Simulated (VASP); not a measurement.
# Ag (Fm-3m) in VASP: further runs, part 2 of 2

VASP 6.6.1. The steps go on from the part before.

### 4 Electric field gradients, PBEsol (volume scaled by 0.96)

File INCAR:

```
PREC = Accurate
ENCUT = 520
EDIFF = 1E-8
ISMEAR = -1
SIGMA = 0.03
LREAL = F
LASPH = T
NELM = 80
ALGO = Normal
ISIF = 2
LWAVE = F
LCHARG = F
GGA = PS
LEFG = T
NBANDS = 12
```

File KPOINTS:

```
Automatic mesh
0
Gamma
  15 15 15
```

File POSCAR:

```
Ag
1.0
    0.0000000000      2.0154871556      2.0154871556
    2.0154871556      0.0000000000      2.0154871556
    2.0154871556      2.0154871556      0.0000000000
Ag
1
Direct
    0.0000000000      0.0000000000      0.0000000000
```

Potentials or basis: VASP PAW PBE potentials, release 64 (Ag).

Started as:

```bash
$ cat potpaw_PBE.64/Ag/POTCAR > POTCAR
$ mpirun -np 1 vasp_std > vasp.out
```

OUTCAR:

```text
PREC = Accurate
   ENCUT = 520
   EDIFF = 1E-8
   ISMEAR = -1
   LREAL = F
   LASPH = T
   NELM = 80
   ISIF = 2
   GGA = PS

 ion  position               nearest neighbor table
   1  0.000  0.000  0.000-

  LATTYP: Found a face centered cubic cell.
 ALAT       =     4.0309743112

  Lattice vectors:

 A1 = (   0.0000000000,   2.0154871556,   2.0154871556)
 A2 = (   2.0154871556,   0.0000000000,   2.0154871556)
 A3 = (   2.0154871556,   2.0154871556,   0.0000000000)

Analysis of symmetry for initial positions (statically):
=====================================================================
 Subroutine PRICEL returns:
 Original cell was already a primitive cell.

 Routine SETGRP: Setting up the symmetry group for a
 face centered cubic supercell.

 Subroutine GETGRP returns: Found 48 space group operations
 (whereof 48 operations were pure point group operations)
 out of a pool of 48 trial point group operations.

The static configuration has the point symmetry O_h .

Analysis of symmetry for dynamics (positions and initial velocities):
=====================================================================
 Subroutine PRICEL returns:
 Original cell was already a primitive cell.

 Routine SETGRP: Setting up the symmetry group for a
 face centered cubic supercell.

 Subroutine GETGRP returns: Found 48 space group operations
 (whereof 48 operations were pure point group operations)
 out of a pool of 48 trial point group operations.

The dynamic configuration has the point symmetry O_h .

 Subroutine INISYM returns: Found 48 space group operations
 (whereof 48 operations are pure point group operations),
 and found     1 'primitive' translations

----------------------------------------------------------------------------------------

                                     Primitive cell

  volume of cell :      16.3746

  direct lattice vectors                    reciprocal lattice vectors
     0.000000000  2.015487156  2.015487156    -0.248078981  0.248078981  0.248078981
     2.015487156  0.000000000  2.015487156     0.248078981 -0.248078981  0.248078981
     2.015487156  2.015487156  0.000000000     0.248078981  0.248078981 -0.248078981

  length of vectors
     2.850329270  2.850329270  2.850329270     0.429685400  0.429685400  0.429685400

  position of ions in fractional coordinates (direct lattice)
     0.000000000  0.000000000  0.000000000

  ion indices of the primitive-cell ions
   primitive index   ion index
                 1           1

----------------------------------------------------------------------------------------

 KPOINTS: Automatic mesh

Automatic generation of k-mesh.
 Grid dimensions read from file:
 generate k-points for:   15   15   15

 Generating k-lattice:

  Cartesian coordinates                     Fractional coordinates (reciprocal lattice)
    -0.016538599  0.016538599  0.016538599     0.066666667  0.000000000  0.000000000
     0.016538599 -0.016538599  0.016538599     0.000000000  0.066666667  0.000000000
     0.016538599  0.016538599 -0.016538599     0.000000000  0.000000000  0.066666667

[... 71 lines left out ...]
   ISMEAR =    -1;   SIGMA  =   0.03  broadening in eV -4-tet -1-fermi 0-gaus
   EFERMI_NEDOS =   21; number of points for ismear=-14 and -15
   IALGO  =     38    algorithm
   IMIX   =      4    mixing-type and parameters
     AMIX     =   0.40;   BMIX     =  1.00
     AMIX_MAG =   1.60;   BMIX_MAG =  1.00
  volume/ion in A,a.u.               =      16.37       110.50
  Fermi-wavevector in a.u.,A,eV,Ry     =   1.433779  2.709450 27.969817  2.055724
  Thomas-Fermi vector in A             =   2.553260
   LORBIT       =      0    0 simple, 1 ext, 2 COOP (PROOUT), +10 PAW based schemes
   GGA     = PS    functional components
   LHFCALC =     F    Hartree Fock is set to
   AEXX    =    0.0000 exact exchange contribution
   IVDW    =     0    specifies the selected vdW correction
   LEPSILON=     F    determine dielectric tensor
   LRPA    =     F    only Hartree local field effects (RPA)
 non-spin polarized calculation
  energy-cutoff  :      520.00
  volume of cell :       16.37
 maximum number of plane-waves:       459
 NGX is ok and might be reduce to    24
   NGX = 11   NGY = 11   NGZ = 11

 number of electron      11.0000002 magnetization

 Free energy of the ion-electron system (eV)
  ---------------------------------------------------
  ext. energy  EPLUGINS =         0.00000000
  ---------------------------------------------------
  free energy    TOTEN  =        -3.30495485 eV

  energy without entropy =       -3.30349657  energy(sigma->0) =       -3.30422571

 E-fermi :   8.9671     XC(G=0): -12.6561

 val. band max:        8.9515964082   @ k =  -0.4000   0.1333   0.0000
 cond. band min:       8.9688362146   @ k =  -0.3333   0.2000   0.0000
 fundamental gap:      0.0172398064
 Fermi energy:         8.9670885244

 k-point     1 :       0.0000    0.0000    0.0000
  band No.  band energies     occupation
      1       0.6711      2.00000
      2       3.8786      2.00000
      3       3.8786      2.00000
      4       3.8786      2.00000
      5       5.0023      2.00000
      6       5.0023      2.00000
      7      24.8738      0.00000
      8      28.6856      0.00000
      9      28.6856      0.00000
     10      28.6856      0.00000
     11      33.6109      0.00000
     12      35.0107      0.00000
[... 331 lines left out ...]
 k-point    24 :       0.2000    0.1333    0.0000
  band No.  band energies     occupation
      1       1.8469      2.00000
      2       3.4494      2.00000
      3       4.2634      2.00000
      4       4.3003      2.00000
      5       4.7241      2.00000
      6       5.2068      2.00000
      7      24.1978      0.00000
      8      25.6753      0.00000
      9      26.2753      0.00000
     10      27.6750      0.00000
     11      31.6798      0.00000
     12      34.5365      0.00000

 [... further k-points ...]

------------------------ aborting loop because EDIFF is reached ----------------------------------------

  FORCE on cell =-STRESS in cart. coord.  units (eV):
  Direction    XX          YY          ZZ          XY          YZ          ZX
  --------------------------------------------------------------------------------------
  -------------------------------------------------------------------------------------
  Total        0.1778180      0.1778180      0.1778180      0.0000000     -0.0000000     -0.0000000
  in kB       17.3986785     17.3986785     17.3986785      0.0000000     -0.0000000     -0.0000000
  external PRESSURE =      17.3986785 kB  Pullay stress =       0.0000000 kB

 VOLUME and BASIS-vectors are now :
 -----------------------------------------------------------------------------
  energy-cutoff  :      520.00
  volume of cell :       16.37
      direct lattice vectors                 reciprocal lattice vectors
     0.000000000  2.015487156  2.015487156    -0.248078981  0.248078981  0.248078981
     2.015487156  0.000000000  2.015487156     0.248078981 -0.248078981  0.248078981
     2.015487156  2.015487156  0.000000000     0.248078981  0.248078981 -0.248078981

 POSITION                                       TOTAL-FORCE (eV/Angst)
 -----------------------------------------------------------------------------------
      0.00000      0.00000      0.00000         0.000000      0.000000      0.000000
 -----------------------------------------------------------------------------------
    total drift:                                0.000000      0.000000      0.000000

  FREE ENERGIE OF THE ION-ELECTRON SYSTEM (eV)
  ---------------------------------------------------
  free  energy   TOTEN  =        -3.3049548537 eV

  energy  without entropy=       -3.3034965746  energy(sigma->0) =       -3.30422571

 Electric field gradients (V/A^2)
---------------------------------------------------------------------
 ion       V_xx      V_yy      V_zz      V_xy      V_xz      V_yz
---------------------------------------------------------------------
   1      -0.000    -0.000     0.000     0.000     0.000     0.000
---------------------------------------------------------------------

 Electric field gradients after diagonalization (V/A^2)
 (convention: |V_zz| > |V_xx| > |V_yy|)
----------------------------------------------------------------------
 ion       V_xx      V_yy      V_zz     asymmetry (V_yy - V_xx)/ V_zz
----------------------------------------------------------------------
   1      -0.000    -0.000     0.001       0.000
----------------------------------------------------------------------

           NMR quadrupolar parameters

 Cq : quadrupolar parameter    Cq=e*Q*V_zz/h
 eta: asymmetry parameters     (V_yy - V_xx)/ V_zz
 Q  : nuclear electric quadrupole moment in mb (millibarn)
----------------------------------------------------------------------
 ion       Cq(MHz)       eta       Q (mb)
----------------------------------------------------------------------
   1       0.000       0.000       1.000
----------------------------------------------------------------------
```

Run time: 21 s. Hardware: 1 thread of Intel Xeon 6975P-C, shared host; peak memory 0.15 GiB.

What came out:

```
Free energy : -3.3050 eV
Pressure    : 1.7 GPa
```

Levels at points of the mesh, in eV from the Fermi level:
```csv
k point,band 3,band 4,band 5,band 6,band 7,band 8,band 9,band 10
"(0.00, 0.00, 0.00)",-5.09,-5.09,-3.96,-3.96,15.91,19.72,19.72,19.72
```

Caveat: without QUAD_EFG the Cq values of the log hold for a quadrupole moment of 1 mb, not for the nuclei; the PAW data sets were made with another functional, which shifts forces and pressure a little.

### 5 Electric field gradients, PBEsol (volume scaled by 0.99)

File INCAR:

```
ALGO     = Normal         # electronic algorithm
EDIFF    = 1E-8           # SCF threshold, eV
ENCUT    = 520            # plane-wave cutoff, eV
GGA      = PS             # functional
ISIF     = 2              # what is computed and relaxed
ISMEAR   = -1             # smearing method
LASPH    = True           # aspherical terms in the spheres
LCHARG   = False          # write CHGCAR
LEFG     = True         
LREAL    = False          # projectors in reciprocal space
LWAVE    = False          # write WAVECAR
NBANDS   = 12             # bands
NELM     = 100            # most SCF steps
PREC     = Accurate       # precision mode
SIGMA    = 0.03           # smearing width, eV
```

File KPOINTS:

```
k-points
0
Gamma
  15 15 15
```

File POSCAR:

```
Ag
1.0
    0.0000000000      2.0362668386      2.0362668386
    2.0362668386      0.0000000000      2.0362668386
    2.0362668386      2.0362668386      0.0000000000
Ag
1
Direct
    0.0000000000      0.0000000000      0.0000000000
```

Potentials or basis: VASP PAW PBE potentials, release 64 (Ag).

Started as:

```bash
$ cat potpaw_PBE.64/Ag/POTCAR > POTCAR
$ mpirun -np 1 vasp_std > vasp.out
```

OUTCAR:

```text
EDIFF = 1E-8
   ENCUT = 520
   GGA = PS
   ISIF = 2
   ISMEAR = -1
   LASPH = True
   LREAL = False
   NELM = 100
   PREC = Accurate

 ion  position               nearest neighbor table
   1  0.000  0.000  0.000-

  LATTYP: Found a face centered cubic cell.
 ALAT       =     4.0725336772

  Lattice vectors:

 A1 = (   0.0000000000,   2.0362668386,   2.0362668386)
 A2 = (   2.0362668386,   0.0000000000,   2.0362668386)
 A3 = (   2.0362668386,   2.0362668386,   0.0000000000)

Analysis of symmetry for initial positions (statically):
=====================================================================
 Subroutine PRICEL returns:
 Original cell was already a primitive cell.

 Routine SETGRP: Setting up the symmetry group for a
 face centered cubic supercell.

[... 540 lines left out ...]
  in kB      -18.9359961    -18.9359961    -18.9359961     -0.0000000     -0.0000000      0.0000000
  external PRESSURE =     -18.9359961 kB  Pullay stress =       0.0000000 kB

 VOLUME and BASIS-vectors are now :
 -----------------------------------------------------------------------------
  energy-cutoff  :      520.00
  volume of cell :       16.89
      direct lattice vectors                 reciprocal lattice vectors
     0.000000000  2.036266839  2.036266839    -0.245547386  0.245547386  0.245547386
     2.036266839  0.000000000  2.036266839     0.245547386 -0.245547386  0.245547386
     2.036266839  2.036266839  0.000000000     0.245547386  0.245547386 -0.245547386

 POSITION                                       TOTAL-FORCE (eV/Angst)
 -----------------------------------------------------------------------------------
      0.00000      0.00000      0.00000        -0.000000     -0.000000      0.000000
 -----------------------------------------------------------------------------------
    total drift:                               -0.000000      0.000000      0.000000

  FREE ENERGIE OF THE ION-ELECTRON SYSTEM (eV)
  ---------------------------------------------------
  free  energy   TOTEN  =        -3.3048451270 eV

  energy  without entropy=       -3.3033662817  energy(sigma->0) =       -3.30410570

 Electric field gradients (V/A^2)
---------------------------------------------------------------------
 ion       V_xx      V_yy      V_zz      V_xy      V_xz      V_yz
---------------------------------------------------------------------
   1      -0.000    -0.000    -0.000     0.001     0.001     0.001
---------------------------------------------------------------------

 Electric field gradients after diagonalization (V/A^2)
 (convention: |V_zz| > |V_xx| > |V_yy|)
----------------------------------------------------------------------
 ion       V_xx      V_yy      V_zz     asymmetry (V_yy - V_xx)/ V_zz
----------------------------------------------------------------------
   1      -0.001    -0.001     0.001       0.000
----------------------------------------------------------------------

           NMR quadrupolar parameters

 Cq : quadrupolar parameter    Cq=e*Q*V_zz/h
 eta: asymmetry parameters     (V_yy - V_xx)/ V_zz
 Q  : nuclear electric quadrupole moment in mb (millibarn)
----------------------------------------------------------------------
 ion       Cq(MHz)       eta       Q (mb)
----------------------------------------------------------------------
   1       0.000       0.000       1.000
----------------------------------------------------------------------
```

It took 19 s on 1 thread of Intel Xeon 6975P-C, shared host; peak memory 0.15 GiB.

What came out:

- Free energy: -3.3048 eV
- Pressure: -1.9 GPa

Caveat: without QUAD_EFG the Cq values of the log hold for a quadrupole moment of 1 mb, not for the nuclei; the PAW data sets were made with another functional, which shifts forces and pressure a little.

### 6 Summary

```tsv
cell	gap on the mesh (eV)	pressure (GPa)
a = 2.899 Å, angles 60.0°, 1 atom	none	-3.9
a = 2.927 Å, angles 60.0°, 1 atom	none	-6.5
a = 2.850 Å, angles 60.0°, 1 atom	none	1.7
a = 2.880 Å, angles 60.0°, 1 atom	none	-1.9
```

Alike in all rows: task electric field gradients; level PBEsol; potentials or basis VASP PAW PBE potentials, release 64 (Ag); no spin polarisation; k mesh 15 × 15 × 15; cutoff (eV) 520; smearing fermi-dirac 0.03 eV.

Caveats: the PAW data sets were made with another functional, which shifts forces and pressure a little.

Absolute energies hang on the potentials; compare differences alone.
